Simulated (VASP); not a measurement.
## Hf2Si2Os: single point with PBEsol

The system is Hf2Si2Os.

```
CELL_PARAMETERS angstrom
6.48505 0.00000 0.00000
0.00000 6.48505 0.00000
0.00000 0.00000 4.05112
ATOMIC_POSITIONS crystal
Os 0.00000 0.00000 0.00000
Os 0.50000 0.50000 0.00000
Si 0.37600 0.87600 0.00000
Si 0.12400 0.37600 0.00000
Si 0.62400 0.12400 0.00000
Si 0.87600 0.62400 0.00000
Hf 0.17689 0.67689 0.50000
Hf 0.32311 0.17689 0.50000
Hf 0.82311 0.32311 0.50000
Hf 0.67689 0.82311 0.50000
```

| Item | Value |
| --- | --- |
| Program | VASP 6.6.1 |
| Task | single point |
| Functional | PBEsol |
| Potentials or basis | VASP PAW PBE potentials, release 64 (Os, Si, Hf_pv) |
| Cutoff | 520 eV |
| k mesh | 3 × 3 × 5 |
| Occupations | fermi-dirac, width 0.023 eV |
| Spin | no spin polarisation |
| Dipole correction | no |
| Further INCAR settings | ALGO = Normal; EDIFF = 1e-06; NBANDS = 47 |

The pressure is -12.5 GPa, the largest force is 1.912 eV/Å and the band gap on the k mesh is zero (bands 36 and 37 overlap by 0.15 eV).

Forces in eV/Å, atoms in the order of the input:
```
Os   0.000  0.000  0.000
Os   0.000  0.000  0.000
Si  -1.352 -1.352  0.000
Si   1.352 -1.352  0.000
Si   1.352  1.352  0.000
Si  -1.352  1.352  0.000
Hf   0.043  0.043  0.000
Hf  -0.043  0.043  0.000
Hf  -0.043 -0.043  0.000
Hf   0.043 -0.043  0.000
```

Stress tensor (GPa, compression positive):
```
-14.88   0.00   0.00
  0.00 -14.88   0.00
  0.00   0.00  -7.62
```

Levels at points of the mesh, in eV from the Fermi level:
```csv
k point,band 34,band 35,band 36,band 37,band 38,band 39
"(0.00, 0.00, 0.00)",-0.84,-0.84,-0.41,0.67,0.78,1.21
```

Run time: 89 s on 1 thread of Intel(R) Xeon(R) Platinum 8259CL CPU @ 2.50GHz (Skylake/Cascade Lake), with other jobs on the host, peak memory 0.28 GiB.

Caveat: the cell stands under tension; the PAW data sets were made with another functional, which shifts forces and pressure a little; spin-orbit coupling is left out, which moves the levels of the heavy elements.
